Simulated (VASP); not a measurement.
# La (I4/mmm) in VASP: further runs

Runs on La. Level: PBEsol. Tasks: single point.

Program: VASP 6.6.1. These are calculated values, not measurements. Logs are shortened: lines on timing, memory, paths and dates and some standing lists are left out, and cuts for length are marked.

## Step 1: The cell of the first run

The structure is tetragonal, space group I4/mmm (No. 139). Conventional cell: a = 4.290 Å, b = 4.290 Å, c = 4.248 Å, α = 90.00°, β = 90.00°, γ = 90.00°. Within 4.9 Å of La (site symmetry 4/mmm) lie 14 La at 3.70 to 4.29 Å.

## Step 2: Single point, PBEsol

File INCAR:

```
PREC     = Accurate       # precision mode
ENCUT    = 520            # plane-wave cutoff, eV
EDIFF    = 1E-6           # SCF threshold, eV
ISMEAR   = -1             # smearing method
SIGMA    = 0.05           # smearing width, eV
LREAL    = False          # projectors in reciprocal space
LASPH    = True           # aspherical terms in the spheres
NELM     = 100            # most SCF steps
ALGO     = Fast           # electronic algorithm
ISIF     = 2              # what is computed and relaxed
LWAVE    = False          # write WAVECAR
LCHARG   = True           # write CHGCAR
GGA      = PS             # functional
LELF     = True           # ELF
LVHAR    = True         
NBANDS   = 12             # bands
```

File KPOINTS:

```
Automatic mesh
0
Gamma
  7 7 7
```

File POSCAR:

```
La
1.0
   -2.1450693817      2.1450693817      2.1238310710
    2.1450693817     -2.1450693817      2.1238310710
    2.1450693817      2.1450693817     -2.1238310710
La
1
Direct
    0.0000000000      0.0000000000      0.0000000000
```

Potentials or basis: VASP PAW PBE potentials, release 64 (La).

On the command line:

```console
> cat potpaw_PBE.64/La/POTCAR > POTCAR
> mpirun -np 1 vasp_std > vasp.out
```

OUTCAR:

```text
PREC = Accurate
   ENCUT = 520
   EDIFF = 1E-6
   ISMEAR = -1
   LREAL = False
   LASPH = True
   NELM = 100
   ISIF = 2
   GGA = PS

 ion  position               nearest neighbor table
   1  0.000  0.000  0.000-

  LATTYP: Found a body centered tetragonal cell.
 ALAT       =     4.2901387634
 C/A-ratio  =     0.9900990099

  Lattice vectors:

 A1 = (  -2.1450693817,   2.1450693817,   2.1238310710)
 A2 = (   2.1450693817,  -2.1450693817,   2.1238310710)
 A3 = (   2.1450693817,   2.1450693817,  -2.1238310710)

Analysis of symmetry for initial positions (statically):
=====================================================================
 Subroutine PRICEL returns:
 Original cell was already a primitive cell.

 Routine SETGRP: Setting up the symmetry group for a
 body centered tetragonal supercell.

 Subroutine GETGRP returns: Found 16 space group operations
 (whereof 16 operations were pure point group operations)
 out of a pool of 16 trial point group operations.

The static configuration has the point symmetry D_4h.

Analysis of symmetry for dynamics (positions and initial velocities):
=====================================================================
 Subroutine PRICEL returns:
 Original cell was already a primitive cell.

 Routine SETGRP: Setting up the symmetry group for a
 body centered tetragonal supercell.

 Subroutine GETGRP returns: Found 16 space group operations
 (whereof 16 operations were pure point group operations)
 out of a pool of 16 trial point group operations.

The dynamic configuration has the point symmetry D_4h.

 Subroutine INISYM returns: Found 16 space group operations
 (whereof 16 operations are pure point group operations),
 and found     1 'primitive' translations

----------------------------------------------------------------------------------------

                                     Primitive cell

  volume of cell :      39.0897

  direct lattice vectors                    reciprocal lattice vectors
    -2.145069382  2.145069382  2.123831071     0.000000000  0.233092694  0.235423620
     2.145069382 -2.145069382  2.123831071     0.233092694  0.000000000  0.235423620
     2.145069382  2.145069382 -2.123831071     0.233092694  0.233092694  0.000000000

  length of vectors
     3.703147813  3.703147813  3.703147813     0.331295163  0.331295163  0.329642848

  position of ions in fractional coordinates (direct lattice)
     0.000000000  0.000000000  0.000000000

  ion indices of the primitive-cell ions
   primitive index   ion index
                 1           1

----------------------------------------------------------------------------------------

 KPOINTS: Automatic mesh

Automatic generation of k-mesh.
 Grid dimensions read from file:
 generate k-points for:    7    7    7

 Generating k-lattice:

  Cartesian coordinates                     Fractional coordinates (reciprocal lattice)
     0.000000000  0.033298956  0.033631946     0.142857143 -0.000000000  0.000000000
     0.033298956  0.000000000  0.033631946    -0.000000000  0.142857143  0.000000000
     0.033298956  0.033298956  0.000000000     0.000000000  0.000000000  0.142857143

  Length of vectors
     0.047327880  0.047327880  0.047091835

  Shift w.r.t. Gamma in fractional coordinates (k-lattice)
     0.000000000  0.000000000  0.000000000

 Subroutine IBZKPT returns following result:
 ===========================================

 Found     40 irreducible k-points:

 Following reciprocal coordinates:
            Coordinates               Weight
  0.000000  0.000000  0.000000      1.000000
  0.142857  0.000000  0.000000      8.000000
  0.285714  0.000000 -0.000000      8.000000
  0.428571  0.000000 -0.000000      8.000000
  0.142857  0.142857  0.000000      8.000000
  0.285714  0.142857  0.000000     16.000000
[... 16 lines left out ...]
 -0.142857  0.285714  0.142857      8.000000
 -0.428571  0.428571  0.142857      8.000000
 [... further k-points ...]
   k-points           NKPTS =     40   k-points in BZ     NKDIM =     40   number of bands    NBANDS=     12
   number of dos      NEDOS =    301   number of ions     NIONS =      1
   total plane-waves  NPLWV =  21952
   dimension x,y,z NGX =    28 NGY =   28 NGZ =   28
   dimension x,y,z NGXF=    56 NGYF=   56 NGZF=   56
   ions per type =               1
   NGX,Y,Z   is equivalent  to a cutoff of  12.57, 12.57, 12.57 a.u.
   NGXF,Y,Z  is equivalent  to a cutoff of  25.14, 25.14, 25.14 a.u.
 SYSTEM =  unknown system
   PREC   = accura    normal or accurate (medium, high low for compatibility)
   ISTART =      0    job   : 0-new  1-cont  2-samecut
   ICHARG =      2    charge: 1-file 2-atom 10-const
   ISPIN  =      1    spin polarized calculation?
   LNONCOLLINEAR =      F non collinear calculations
   LSORBIT =      F    spin-orbit coupling
   LASPH  =      T    aspherical Exc in radial PAW
   ENCUT  =  520.0 eV  38.22 Ry    6.18 a.u.   6.89  6.89  6.89*2*pi/ulx,y,z
   NELM   =    100;   NELMIN=  2; NELMDL= -5     # of ELM steps
   EDIFF  = 0.1E-05   stopping-criterion for ELM
   LREAL  =      F    real-space projection
   EDIFFG = 0.1E-04   stopping-criterion for IOM
   NSW    =      0    number of steps for IOM
   IBRION =     -1    ionic relax: 0-MD 1-quasi-New 2-CG
   NFREE  =      0    steps in history (QN), initial steepest desc. (CG)
   ISIF   =      2    stress and relaxation
   ISYM   =      2    0-nonsym 1-usesym 2-fastsym
   POTIM  = 0.5000    time-step for ionic-motion
   TEBEG  =    0.0;   TEEND  =   0.0 temperature during run
   PSTRESS=    0.0 pullay stress
   NELECT =      11.0000    total number of electrons
   NUPDOWN=      -1.0000    fix difference up-down
   EMIN   =  10.00;   EMAX   =-10.00  energy-range for DOS
   EFERMI =   0.00;   METHOD = LEGACY
   ISMEAR =    -1;   SIGMA  =   0.05  broadening in eV -4-tet -1-fermi 0-gaus
   EFERMI_NEDOS =   21; number of points for ismear=-14 and -15
   IALGO  =     68    algorithm
   IMIX   =      4    mixing-type and parameters
     AMIX     =   0.40;   BMIX     =  1.00
     AMIX_MAG =   1.60;   BMIX_MAG =  1.00
  volume/ion in A,a.u.               =      39.09       263.79
  Fermi-wavevector in a.u.,A,eV,Ry     =   1.072799  2.027295 15.658901  1.150897
  Thomas-Fermi vector in A             =   2.208579
   LORBIT       =      0    0 simple, 1 ext, 2 COOP (PROOUT), +10 PAW based schemes
   GGA     = PS    functional components
   LHFCALC =     F    Hartree Fock is set to
   AEXX    =    0.0000 exact exchange contribution
   IVDW    =     0    specifies the selected vdW correction
   LEPSILON=     F    determine dielectric tensor
   LRPA    =     F    only Hartree local field effects (RPA)
 non-spin polarized calculation
 RMM-DIIS sequential band-by-band and
  energy-cutoff  :      520.00
  volume of cell :       39.09
 maximum number of plane-waves:      1067
   NGX = 13   NGY = 13   NGZ = 13

 number of electron      10.9999998 magnetization

 Free energy of the ion-electron system (eV)
  ---------------------------------------------------
  ext. energy  EPLUGINS =         0.00000000
  ---------------------------------------------------
  free energy    TOTEN  =        -5.18509834 eV

  energy without entropy =       -5.15641782  energy(sigma->0) =       -5.17075808

 E-fermi :   7.2700     XC(G=0):  -9.4761

 val. band max:        7.2631726992   @ k =  -0.4286   0.1429  -0.0000
 cond. band min:       7.2830723817   @ k =  -0.4286  -0.4286   0.1429
 fundamental gap:      0.0198996825
 Fermi energy:         7.2699860961

 k-point     1 :       0.0000    0.0000    0.0000
  band No.  band energies     occupation
      1     -25.6907      2.00000
      2      -8.7053      2.00000
      3      -8.7031      2.00000
      4      -8.7031      2.00000
      5       3.9814      2.00000
      6       8.6303      0.00000
      7       8.7028      0.00000
      8       8.7028      0.00000
      9       8.7075      0.00000
     10       8.7191      0.00000
     11       9.3642      0.00000
     12       9.3804      0.00000

 k-point     2 :       0.1429    0.0000    0.0000
  band No.  band energies     occupation
      1     -25.6591      2.00000
      2      -8.9542      2.00000
      3      -8.7781      2.00000
      4      -8.7076      2.00000
      5       4.5524      2.00000
      6       8.0892      0.00000
      7       8.1184      0.00000
      8       8.6949      0.00000
      9       8.8280      0.00000
     10       9.0359      0.00000
     11       9.0490      0.00000
     12       9.3300      0.00000

 k-point     3 :       0.2857    0.0000   -0.0000
  band No.  band energies     occupation
      1     -25.5868      2.00000
      2      -9.4714      2.00000
      3      -8.9409      2.00000
      4      -8.7156      2.00000
      5       5.5057      2.00000
      6       7.4805      0.02928
      7       7.9005      0.00001
      8       8.6877      0.00000
      9       8.9603      0.00000
     10       9.0799      0.00000
     11       9.2072      0.00000
     12       9.3334      0.00000

 k-point     4 :       0.4286    0.0000   -0.0000
  band No.  band energies     occupation
      1     -25.5276      2.00000
      2      -9.8514      2.00000
      3      -9.0661      2.00000
      4      -8.7223      2.00000
      5       5.5295      2.00000
      6       7.1121      1.91845
      7       8.6702      0.00000
      8       8.7097      0.00000
      9       9.0049      0.00000
     10       9.1969      0.00000
     11       9.2667      0.00000
     12       9.3453      0.00000

 k-point     5 :       0.1429    0.1429    0.0000
  band No.  band energies     occupation
      1     -25.6068      2.00000
      2      -9.3102      2.00000
      3      -8.8721      2.00000
      4      -8.7675      2.00000
      5       5.4346      2.00000
      6       7.5964      0.00292
      7       7.7217      0.00024
      8       8.6954      0.00000
      9       8.9487      0.00000
     10       9.0913      0.00000
     11       9.1336      0.00000
     12       9.3349      0.00000
[... 228 lines left out ...]
      1     -25.5176      2.00000
      2      -9.6910      2.00000
      3      -9.1864      2.00000
      4      -8.9413      2.00000
      5       6.6810      1.99998
      6       7.1486      1.83796
      7       8.1257      0.00000
      8       8.9965      0.00000
      9       9.0400      0.00000
     10       9.1482      0.00000
     11       9.2022      0.00000
     12       9.2917      0.00000

 k-point    22 :      -0.2857    0.2857    0.1429
  band No.  band energies     occupation
      1     -25.5617      2.00000
      2      -9.4431      2.00000
      3      -9.0180      2.00000
      4      -8.8883      2.00000
      5       5.9945      2.00000
      6       7.4356      0.07033
      7       7.9488      0.00000
      8       8.5107      0.00000
      9       8.8754      0.00000
     10       9.0320      0.00000
     11       9.2375      0.00000
     12       9.2626      0.00000

 k-point    23 :      -0.1429    0.2857    0.1429
  band No.  band energies     occupation
      1     -25.5614      2.00000
      2      -9.4395      2.00000
      3      -9.0254      2.00000
      4      -8.8881      2.00000
      5       6.0045      2.00000
      6       7.4314      0.07617
      7       7.8926      0.00001
      8       8.5420      0.00000
      9       8.8776      0.00000
     10       9.0355      0.00000
     11       9.2345      0.00000
     12       9.2635      0.00000

 k-point    24 :      -0.4286    0.4286    0.1429
  band No.  band energies     occupation
      1     -25.5062      2.00000
      2      -9.7889      2.00000
      3      -9.1440      2.00000
      4      -8.8792      2.00000
      5       5.9738      2.00000
      6       7.6729      0.00063
      7       7.8168      0.00004
      8       8.5076      0.00000
      9       8.9727      0.00000
     10       9.1266      0.00000
     11       9.2885      0.00000
     12       9.3464      0.00000

 [... further k-points ...]
[... 5 lines left out ...]
  --------------------------------------------------------------------------------------
  -------------------------------------------------------------------------------------
  Total       -0.6208681     -0.6208681     -0.7599788      0.0000000      0.0000000      0.0000000
  in kB      -25.4476262    -25.4476262    -31.1493802      0.0000000      0.0000000      0.0000000
  external PRESSURE =     -27.3482109 kB  Pullay stress =       0.0000000 kB

 VOLUME and BASIS-vectors are now :
 -----------------------------------------------------------------------------
  energy-cutoff  :      520.00
  volume of cell :       39.09
      direct lattice vectors                 reciprocal lattice vectors
    -2.145069382  2.145069382  2.123831071     0.000000000  0.233092694  0.235423620
     2.145069382 -2.145069382  2.123831071     0.233092694  0.000000000  0.235423620
     2.145069382  2.145069382 -2.123831071     0.233092694  0.233092694  0.000000000

 POSITION                                       TOTAL-FORCE (eV/Angst)
 -----------------------------------------------------------------------------------
      0.00000      0.00000      0.00000         0.000000      0.000000     -0.000000
 -----------------------------------------------------------------------------------
    total drift:                                0.000000      0.000000     -0.000000

  FREE ENERGIE OF THE ION-ELECTRON SYSTEM (eV)
  ---------------------------------------------------
  free  energy   TOTEN  =        -5.1850983427 eV

  energy  without entropy=       -5.1564178182  energy(sigma->0) =       -5.17075808
```

Run time: 1.7 min. Hardware: 1 thread of AMD EPYC 7R13, shared host; peak memory 0.14 GiB.

What came out:

```yaml
Free_energy: -5.1851 eV
Pressure: -2.7 GPa
```

Stress tensor (GPa, compression positive):
```
-2.54  0.00  0.00
 0.00 -2.54  0.00
 0.00  0.00 -3.11
```

Levels at points of the mesh, in eV from the Fermi level:
```
           k point  band 1  band 2  band 3  band 4  band 5  band 6  band 7  band 8  band 9  band 10
(0.00, 0.00, 0.00)  -32.96  -15.98  -15.97  -15.97   -3.29    1.36    1.43    1.43    1.44     1.45
```

Caveat: the PAW data sets were made with another functional, which shifts forces and pressure a little; spin-orbit coupling is left out, which moves the levels of the heavy elements.

## Step 3: Single point, PBEsol

This run uses another cell than the first one, of 39.87 Å³/atom, 1.020 times its volume.

File INCAR:

```
SYSTEM = La
PREC = Accurate
ENCUT = 520
EDIFF = 1E-6
ISMEAR = -1
SIGMA = 0.05
LREAL = .False.
LASPH = .True.
NELM = 100
ALGO = Normal
ISIF = 2
LWAVE = .False.
LCHARG = .True.
GGA = PS
LELF = .True.
LVHAR = .True.
NBANDS = 12
```

File KPOINTS:

```
Automatic mesh
0
Gamma
  7 7 7
  0 0 0
```

File POSCAR:

```
La
1.0
   -2.1663076924      2.1663076924      2.1238310710
    2.1663076924     -2.1663076924      2.1238310710
    2.1663076924      2.1663076924     -2.1238310710
La
1
Direct
    0.0000000000      0.0000000000      0.0000000000
```

Potentials or basis: VASP PAW PBE potentials, release 64 (La).

On the command line:

```console
> cat potpaw_PBE.64/La/POTCAR > POTCAR
> mpirun -np 1 vasp_std > vasp.out
```

Run time: 44 s. Hardware: 1 thread of AMD EPYC 7R13, shared host; peak memory 0.15 GiB.

It converged, with:

* Free energy: -5.1721 eV
* Pressure: -3.2 GPa

Stress tensor (GPa, compression positive):
```
-2.78  0.00  0.00
 0.00 -2.78  0.00
 0.00  0.00 -3.96
```

Levels at points of the mesh, in eV from the Fermi level:
| k point | band 2 | band 3 | band 4 | band 5 | band 6 | band 7 | band 8 | band 9 |
| --- | --- | --- | --- | --- | --- | --- | --- | --- |
| (0.00, 0.00, 0.00) | -16.05 | -16.04 | -16.04 | -3.30 | 1.27 | 1.40 | 1.40 | 1.43 |

Caveat: the PAW data sets were made with another functional, which shifts forces and pressure a little; spin-orbit coupling is left out, which moves the levels of the heavy elements.
